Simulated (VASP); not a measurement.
# Rb (Cmcm) in VASP: notebook

Runs on Rb. Level: r2SCAN. Tasks: single point.

All numbers are computed with VASP 6.6.1; they aren't measurements. Logs are shortened: lines on timing, memory, paths and dates and some standing lists are left out, and cuts for length are marked.

**1. The cell of the first run**

The structure is orthorhombic, space group Cmcm (No. 63). The conventional cell has a = 5.165 Å, b = 9.045 Å, c = 8.596 Å, α = 90.00°, β = 90.00°, γ = 90.00°.

**2. Single point, r2SCAN**

POSCAR reads:

```
Rb
1.0
    2.5825198951     -4.5223716739      0.0000000000
    2.5825198951      4.5223716739      0.0000000000
    0.0000000000      0.0000000000      8.5955961374
Rb
2
Direct
    0.8397110000      0.1602890000      0.7500000000
    0.1602890000      0.8397110000      0.2500000000
```

INCAR.step1 reads:

```
ALGO = Normal
EDIFF = 1E-4
ENCUT = 520
GGA = PE
ISMEAR = 1
LASPH = True
LCHARG = False
LREAL = False
LWAVE = True
NBANDS = 16
NELM = 100
PREC = Accurate
SIGMA = 0.1
```

INCAR.step2 reads:

```
ALGO = Normal
EDIFF = 1E-6
ENCUT = 520
ISIF = 2
ISMEAR = 1
ISTART = 1
LASPH = True
LCHARG = True
LELF = True
LMIXTAU = True
LREAL = False
LVHAR = True
LWAVE = False
METAGGA = R2SCAN
NBANDS = 16
NELM = 100
PREC = Accurate
SIGMA = 0.1
```

KPOINTS reads:

```
k-points
0
Gamma
  7 7 4
```

Potentials or basis: VASP PAW PBE potentials, release 64 (Rb_sv).

The run is started by

```bash
> cat potpaw_PBE.64/Rb_sv/POTCAR > POTCAR
> cp INCAR.step1 INCAR
> mpirun -np 1 vasp_std > vasp.out
> cp INCAR.step2 INCAR
> mpirun -np 1 vasp_std > vasp.out
```

OUTCAR:

```text
EDIFF = 1E-6
   ENCUT = 520
   ISIF = 2
   ISMEAR = 1
   ISTART = 1
   LASPH = True
   LREAL = False
   METAGGA = R2SCAN
   NELM = 100
   PREC = Accurate

 ion  position               nearest neighbor table
   1  0.840  0.160  0.750-   2 5.18   2 5.18   2 5.27   2 5.27   2 5.27   2 5.27
   2  0.160  0.840  0.250-   1 5.18   1 5.18   1 5.27   1 5.27   1 5.27   1 5.27

  LATTYP: Found a base centered orthorhombic cell.
 ALAT       =     5.1650397902
 B/A-ratio  =     1.7511468866
 C/A-ratio  =     1.6641877868

  Lattice vectors:

 A1 = (   2.5825198951,  -4.5223716739,   0.0000000000)
 A2 = (   2.5825198951,   4.5223716739,   0.0000000000)
 A3 = (   0.0000000000,   0.0000000000,   8.5955961374)

Analysis of symmetry for initial positions (statically):
=====================================================================
 Subroutine PRICEL returns:
 Original cell was already a primitive cell.

 Routine SETGRP: Setting up the symmetry group for a
 base centered orthorhombic supercell.

 Subroutine GETGRP returns: Found  8 space group operations
 (whereof  4 operations were pure point group operations)
 out of a pool of  8 trial point group operations.

The static configuration has the point symmetry C_2h.
 The point group associated with its full space group is D_2h.

Analysis of symmetry for dynamics (positions and initial velocities):
=====================================================================
 Subroutine PRICEL returns:
 Original cell was already a primitive cell.

 Routine SETGRP: Setting up the symmetry group for a
 base centered orthorhombic supercell.

 Subroutine GETGRP returns: Found  8 space group operations
 (whereof  4 operations were pure point group operations)
 out of a pool of  8 trial point group operations.

The dynamic configuration has the point symmetry C_2h.
 The point group associated with its full space group is D_2h.

 Subroutine INISYM returns: Found  8 space group operations
 (whereof  4 operations are pure point group operations),
 and found     1 'primitive' translations

----------------------------------------------------------------------------------------

                                     Primitive cell

  volume of cell :     200.7779

  direct lattice vectors                    reciprocal lattice vectors
     2.582519895 -4.522371674  0.000000000     0.193609351 -0.110561457  0.000000000
     2.582519895  4.522371674  0.000000000     0.193609351  0.110561457  0.000000000
     0.000000000  0.000000000  8.595596137     0.000000000  0.000000000  0.116338644

  length of vectors
     5.207807078  5.207807078  8.595596137     0.222953844  0.222953844  0.116338644

  position of ions in fractional coordinates (direct lattice)
     0.839711000  0.160289000  0.750000000
     0.160289000  0.839711000  0.250000000

  ion indices of the primitive-cell ions
   primitive index   ion index
                 1           1
                 2           2

----------------------------------------------------------------------------------------

 KPOINTS: k-points

Automatic generation of k-mesh.
 Grid dimensions read from file:
 generate k-points for:    7    7    4

 Generating k-lattice:

  Cartesian coordinates                     Fractional coordinates (reciprocal lattice)
     0.027658479 -0.015794494  0.000000000     0.142857143 -0.000000000  0.000000000
     0.027658479  0.015794494  0.000000000    -0.000000000  0.142857143  0.000000000
     0.000000000  0.000000000  0.029084661     0.000000000  0.000000000  0.250000000

  Length of vectors
     0.031850549  0.031850549  0.029084661

  Shift w.r.t. Gamma in fractional coordinates (k-lattice)
     0.000000000  0.000000000  0.000000000

 Subroutine IBZKPT returns following result:
 ===========================================

 Found     48 irreducible k-points:

 Following reciprocal coordinates:
            Coordinates               Weight
  0.000000  0.000000  0.000000      1.000000
  0.142857  0.000000  0.000000      4.000000
  0.285714 -0.000000  0.000000      4.000000
  0.428571 -0.000000  0.000000      4.000000
  0.142857  0.142857  0.000000      2.000000
  0.285714  0.142857  0.000000      4.000000
[... 16 lines left out ...]
  0.428571  0.142857  0.250000      8.000000
 -0.428571  0.142857  0.250000      8.000000
 [... further k-points ...]
   k-points           NKPTS =     48   k-points in BZ     NKDIM =     48   number of bands    NBANDS=     16
   number of dos      NEDOS =    301   number of ions     NIONS =      2
   total plane-waves  NPLWV = 102400
   dimension x,y,z NGX =    40 NGY =   40 NGZ =   64
   dimension x,y,z NGXF=    80 NGYF=   80 NGZF=  128
   ions per type =               2
   NGX,Y,Z   is equivalent  to a cutoff of  12.77, 12.77, 12.38 a.u.
   NGXF,Y,Z  is equivalent  to a cutoff of  25.54, 25.54, 24.76 a.u.
 SYSTEM =  unknown system
   PREC   = accura    normal or accurate (medium, high low for compatibility)
   ISTART =      1    job   : 0-new  1-cont  2-samecut
   ICHARG =      0    charge: 1-file 2-atom 10-const
   ISPIN  =      1    spin polarized calculation?
   LNONCOLLINEAR =      F non collinear calculations
   LSORBIT =      F    spin-orbit coupling
   LASPH  =      T    aspherical Exc in radial PAW
   ENCUT  =  520.0 eV  38.22 Ry    6.18 a.u.   9.68  9.68 15.98*2*pi/ulx,y,z
   NELM   =    100;   NELMIN=  2; NELMDL=  0     # of ELM steps
   EDIFF  = 0.1E-05   stopping-criterion for ELM
   LREAL  =      F    real-space projection
   EDIFFG = 0.1E-04   stopping-criterion for IOM
   NSW    =      0    number of steps for IOM
   IBRION =     -1    ionic relax: 0-MD 1-quasi-New 2-CG
   NFREE  =      0    steps in history (QN), initial steepest desc. (CG)
   ISIF   =      2    stress and relaxation
   ISYM   =      2    0-nonsym 1-usesym 2-fastsym
   POTIM  = 0.5000    time-step for ionic-motion
   TEBEG  =    0.0;   TEEND  =   0.0 temperature during run
   PSTRESS=    0.0 pullay stress
   NELECT =      18.0000    total number of electrons
   NUPDOWN=      -1.0000    fix difference up-down
   EMIN   =  10.00;   EMAX   =-10.00  energy-range for DOS
   EFERMI =   0.00;   METHOD = LEGACY
   ISMEAR =     1;   SIGMA  =   0.10  broadening in eV -4-tet -1-fermi 0-gaus
   EFERMI_NEDOS =   21; number of points for ismear=-14 and -15
   IALGO  =     38    algorithm
   IMIX   =      4    mixing-type and parameters
     AMIX     =   0.40;   BMIX     =  1.00
     AMIX_MAG =   1.60;   BMIX_MAG =  1.00
  volume/ion in A,a.u.               =     100.39       677.46
  Fermi-wavevector in a.u.,A,eV,Ry     =   0.732701  1.384605  7.304306  0.536851
  Thomas-Fermi vector in A             =   1.825229
   LORBIT       =      0    0 simple, 1 ext, 2 COOP (PROOUT), +10 PAW based schemes
   METAGGA = R2SCAN    functional components
   LHFCALC =     F    Hartree Fock is set to
   AEXX    =    0.0000 exact exchange contribution
   IVDW    =     0    specifies the selected vdW correction
   LEPSILON=     F    determine dielectric tensor
   LRPA    =     F    only Hartree local field effects (RPA)
 non-spin polarized calculation
 Methfessel and Paxton  Order N= 1 SIGMA  =   0.10
  energy-cutoff  :      520.00
  volume of cell :      200.78
 maximum number of plane-waves:      5452
   NGX = 19   NGY = 19   NGZ = 31

 number of electron      18.0000000 magnetization

 Free energy of the ion-electron system (eV)
  ---------------------------------------------------
  ext. energy  EPLUGINS =         0.00000000
  ---------------------------------------------------
  free energy    TOTEN  =       -27.83824450 eV

  energy without entropy =      -27.83915085  energy(sigma->0) =      -27.83854662

 E-fermi :  -0.1748     XC(G=0):  -5.4873

 val. band max:       -0.2115220474   @ k =   0.1429   0.1429   0.2500
 cond. band min:      -0.0669919520   @ k =  -0.2857   0.2857   0.2500
 fundamental gap:      0.1445300954
 Fermi energy:        -0.1747915962

 k-point     1 :       0.0000    0.0000    0.0000
  band No.  band energies     occupation
      1     -30.2715      2.00000
      2     -30.2691      2.00000
      3     -13.8352      2.00000
      4     -13.7790      2.00000
      5     -13.7765      2.00000
      6     -13.7690      2.00000
[... 8 lines left out ...]
     15       4.0641      0.00000
     16       4.0687      0.00000

 k-point     2 :       0.1429    0.0000    0.0000
  band No.  band energies     occupation
      1     -30.2711      2.00000
      2     -30.2689      2.00000
      3     -13.8308      2.00000
      4     -13.7877      2.00000
      5     -13.7815      2.00000
      6     -13.7796      2.00000
[... 8 lines left out ...]
     15       3.9903      0.00000
     16       3.9930      0.00000

 k-point     3 :       0.2857   -0.0000    0.0000
  band No.  band energies     occupation
      1     -30.2700      2.00000
      2     -30.2683      2.00000
      3     -13.8198      2.00000
      4     -13.8117      2.00000
      5     -13.8028      2.00000
      6     -13.7884      2.00000
[... 8 lines left out ...]
     15       3.8300      0.00000
     16       4.0395      0.00000

 k-point     4 :       0.4286   -0.0000    0.0000
  band No.  band energies     occupation
      1     -30.2691      2.00000
      2     -30.2680      2.00000
      3     -13.8312      2.00000
      4     -13.8208      2.00000
      5     -13.8083      2.00000
      6     -13.7938      2.00000
[... 8 lines left out ...]
     15       3.5871      0.00000
     16       4.3487      0.00000

 k-point     5 :       0.1429    0.1429    0.0000
  band No.  band energies     occupation
      1     -30.2703      2.00000
      2     -30.2685      2.00000
      3     -13.8232      2.00000
      4     -13.8016      2.00000
      5     -13.7998      2.00000
      6     -13.7853      2.00000
[... 8 lines left out ...]
     15       3.6416      0.00000
     16       4.0840      0.00000

 k-point     6 :       0.2857    0.1429    0.0000
  band No.  band energies     occupation
      1     -30.2693      2.00000
      2     -30.2681      2.00000
      3     -13.8220      2.00000
      4     -13.8151      2.00000
      5     -13.8115      2.00000
      6     -13.7948      2.00000
[... 8 lines left out ...]
     15       3.2142      0.00000
     16       3.9958      0.00000

 k-point     7 :       0.4286    0.1429    0.0000
  band No.  band energies     occupation
      1     -30.2688      2.00000
      2     -30.2680      2.00000
      3     -13.8306      2.00000
      4     -13.8202      2.00000
      5     -13.8036      2.00000
      6     -13.8002      2.00000
[... 8 lines left out ...]
     15       3.0777      0.00000
     16       3.6011      0.00000

 k-point     8 :      -0.4286    0.1429    0.0000
  band No.  band energies     occupation
      1     -30.2693      2.00000
      2     -30.2681      2.00000
      3     -13.8208      2.00000
      4     -13.8138      2.00000
      5     -13.8107      2.00000
      6     -13.7951      2.00000
[... 8 lines left out ...]
     15       3.1764      0.00000
     16       3.8667      0.00000

 k-point     9 :      -0.2857    0.1429    0.0000
  band No.  band energies     occupation
      1     -30.2703      2.00000
      2     -30.2685      2.00000
      3     -13.8227      2.00000
      4     -13.8017      2.00000
      5     -13.7982      2.00000
      6     -13.7841      2.00000
[... 8 lines left out ...]
     15       3.6521      0.00000
     16       4.0872      0.00000
[... 172 lines left out ...]
 k-point    19 :       0.2857   -0.0000    0.2500
  band No.  band energies     occupation
      1     -30.2698      2.00000
      2     -30.2686      2.00000
      3     -13.8215      2.00000
      4     -13.8084      2.00000
      5     -13.8012      2.00000
      6     -13.7866      2.00000
[... 8 lines left out ...]
     15       3.8354      0.00000
     16       4.0073      0.00000

 k-point    20 :       0.4286   -0.0000    0.2500
  band No.  band energies     occupation
      1     -30.2689      2.00000
      2     -30.2682      2.00000
      3     -13.8343      2.00000
      4     -13.8259      2.00000
      5     -13.7994      2.00000
      6     -13.7918      2.00000
[... 8 lines left out ...]
     15       3.6733      0.00000
     16       4.1353      0.00000

 k-point    21 :       0.1429    0.1429    0.2500
  band No.  band energies     occupation
      1     -30.2701      2.00000
      2     -30.2687      2.00000
      3     -13.8198      2.00000
      4     -13.8021      2.00000
      5     -13.7971      2.00000
      6     -13.7863      2.00000
[... 8 lines left out ...]
     15       3.5076      0.00000
     16       4.0924      0.00000

 k-point    22 :       0.2857    0.1429    0.2500
  band No.  band energies     occupation
      1     -30.2691      2.00000
      2     -30.2682      2.00000
      3     -13.8260      2.00000
      4     -13.8197      2.00000
      5     -13.8013      2.00000
      6     -13.7943      2.00000
[... 8 lines left out ...]
     15       3.0482      0.00000
     16       4.1490      0.00000

 k-point    23 :       0.4286    0.1429    0.2500
  band No.  band energies     occupation
      1     -30.2687      2.00000
      2     -30.2681      2.00000
      3     -13.8331      2.00000
      4     -13.8253      2.00000
      5     -13.8026      2.00000
      6     -13.7929      2.00000
[... 8 lines left out ...]
     15       3.0840      0.00000
     16       3.9218      0.00000

 k-point    24 :      -0.4286    0.1429    0.2500
  band No.  band energies     occupation
      1     -30.2691      2.00000
      2     -30.2683      2.00000
      3     -13.8255      2.00000
      4     -13.8189      2.00000
      5     -13.8006      2.00000
      6     -13.7931      2.00000
[... 8 lines left out ...]
     15       3.0413      0.00000
     16       4.0833      0.00000

 [... further k-points ...]
[... 5 lines left out ...]
  --------------------------------------------------------------------------------------
  -------------------------------------------------------------------------------------
  Total       -0.1463719     -0.1560471     -0.1635913      0.0000000     -0.0000000      0.0000000
  in kB       -1.1680256     -1.2452321     -1.3054336      0.0000000     -0.0000000      0.0000000
  external PRESSURE =      -1.2395638 kB  Pullay stress =       0.0000000 kB

 VOLUME and BASIS-vectors are now :
 -----------------------------------------------------------------------------
  energy-cutoff  :      520.00
  volume of cell :      200.78
      direct lattice vectors                 reciprocal lattice vectors
     2.582519895 -4.522371674  0.000000000     0.193609351 -0.110561457  0.000000000
     2.582519895  4.522371674  0.000000000     0.193609351  0.110561457  0.000000000
     0.000000000  0.000000000  8.595596137     0.000000000  0.000000000  0.116338644

 POSITION                                       TOTAL-FORCE (eV/Angst)
 -----------------------------------------------------------------------------------
      2.58252     -3.07260      6.44670         0.000000      0.003628      0.000000
      2.58252      3.07260      2.14890         0.000000     -0.003628      0.000000
 -----------------------------------------------------------------------------------
    total drift:                                0.000000      0.000000     -0.000000

  FREE ENERGIE OF THE ION-ELECTRON SYSTEM (eV)
  ---------------------------------------------------
  free  energy   TOTEN  =       -27.8382444997 eV

  energy  without entropy=      -27.8391508527  energy(sigma->0) =      -27.83854662
```

It took 8.2 min on 1 thread of Intel Xeon Platinum 8488C (Sapphire Rapids), shared host; peak memory 0.41 GiB.

What came out:

| Item | Value |
| --- | --- |
| Free energy | -27.8382 eV |
| Pressure | -0.1 GPa |
| Largest force | 0.004 eV/Å |
| Band gap on the k mesh | zero (bands 9 and 10 overlap by 1.99 eV) |

Forces on the atoms (eV/Å):
```
Rb   0.000  0.004  0.000
Rb   0.000 -0.004  0.000
```

Levels at points of the mesh, in eV from the Fermi level:
```
           k point  band 7  band 8  band 9  band 10  band 11  band 12
(0.00, 0.00, 0.00)  -13.59  -13.59   -1.94     0.27     0.52     3.77
(0.00, 0.00, 0.50)  -13.60  -13.60   -1.29    -1.29     2.45     2.45
```

Caveat: the PAW data sets were made with another functional, which shifts forces and pressure a little.

**3. Single point, r2SCAN**

This run uses another cell than the first one, of 102.93 Å³/atom.

POSCAR reads:

```
Rb
1.0
    2.6041319451     -4.5602175478      0.0000000000
    2.6041319451      4.5602175478      0.0000000000
    0.0000000000      0.0000000000      8.6675291565
Rb
2
Direct
    0.8397110000      0.1602890000      0.7500000000
    0.1602890000      0.8397110000      0.2500000000
```

INCAR.step1 reads:

```
SYSTEM = Rb
PREC     = Accurate       ! precision mode
ENCUT    = 520            ! plane-wave cutoff, eV
ISMEAR   = 1              ! smearing method
SIGMA    = 0.1            ! smearing width, eV
LREAL    = .FALSE.        ! projectors in reciprocal space
LASPH    = .TRUE.         ! aspherical terms in the spheres
NELM     = 60             ! most SCF steps
NBANDS   = 16             ! bands
GGA      = PE             ! functional
ALGO     = Normal         ! electronic algorithm
EDIFF    = 1E-4           ! SCF threshold, eV
LWAVE    = .TRUE.         ! write WAVECAR
LCHARG   = .FALSE.        ! write CHGCAR
```

INCAR.step2 reads:

```
SYSTEM = Rb
PREC     = Accurate       ! precision mode
ENCUT    = 520            ! plane-wave cutoff, eV
EDIFF    = 1E-6           ! SCF threshold, eV
ISMEAR   = 1              ! smearing method
SIGMA    = 0.1            ! smearing width, eV
LREAL    = .FALSE.        ! projectors in reciprocal space
LASPH    = .TRUE.         ! aspherical terms in the spheres
NELM     = 60             ! most SCF steps
ALGO     = Normal         ! electronic algorithm
ISIF     = 2              ! what is computed and relaxed
LWAVE    = .FALSE.        ! write WAVECAR
LCHARG   = .FALSE.        ! write CHGCAR
METAGGA  = R2SCAN         ! meta-GGA
LMIXTAU  = .TRUE.       
NBANDS   = 16             ! bands
ISTART   = 1
```

KPOINTS reads:

```
Automatic mesh
0
G
  7 7 4
  0 0 0
```

Potentials or basis: VASP PAW PBE potentials, release 64 (Rb_sv).

The run is started by

```bash
> cat potpaw_PBE.64/Rb_sv/POTCAR > POTCAR
> cp INCAR.step1 INCAR
> mpirun -np 1 vasp_std > vasp.out
> cp INCAR.step2 INCAR
> mpirun -np 1 vasp_std > vasp.out
```

Wall time 7.3 min (1 thread of Intel Xeon Platinum 8488C (Sapphire Rapids), shared host); peak memory 0.42 GiB.

It converged, with:

```yaml
Free_energy: -27.8335 eV
Pressure: -0.2 GPa
Largest_force: 0.004 eV/Å
Band_gap_on_the_k_mesh: zero (bands 9 and 10 overlap by 1.98 eV)
```

Forces on the atoms (eV/Å):
```
Rb   0.000  0.004  0.000
Rb   0.000 -0.004  0.000
```

Levels at points of the mesh, in eV from the Fermi level:
```tsv
k point	band 6	band 7	band 8	band 9	band 10	band 11	band 12	band 13
(0.00, 0.00, 0.00)	-13.61	-13.61	-13.61	-1.91	0.27	0.50	3.75	3.81
(0.00, 0.00, 0.50)	-13.62	-13.62	-13.62	-1.27	-1.27	2.43	2.43	3.84
```

Caveat: the PAW data sets were made with another functional, which shifts forces and pressure a little.

The gap in the log of VASP goes by the Fermi energy; the results here count the filled bands.